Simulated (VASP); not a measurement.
The system is Cs.

```
Cs
1.0
    -3.07717    3.07717    3.07717
     3.07717   -3.07717    3.07717
     3.07717    3.07717   -3.07717
Cs
1
Direct
  0.00000 0.00000 0.00000
```

Base run:

| Item | Value |
| --- | --- |
| Program | VASP 6.6.1 |
| Functional | PBE |
| Potentials or basis | VASP PAW PBE potentials, release 64 (Cs_sv) |
| Cutoff | 520 eV |
| k mesh | 6 × 6 × 6 |
| Occupations | fermi-dirac, width 0.1 eV |
| Spin | no spin polarisation |

Its results: pressure 0.0 GPa.

Problem. The run is repeated on the same cell with these changes: k mesh from 6 × 6 × 6 to 2 × 2 × 2. What comes out?

Solution. Pressure -0.5 GPa.

Caveats: some runs use coarse meshes.
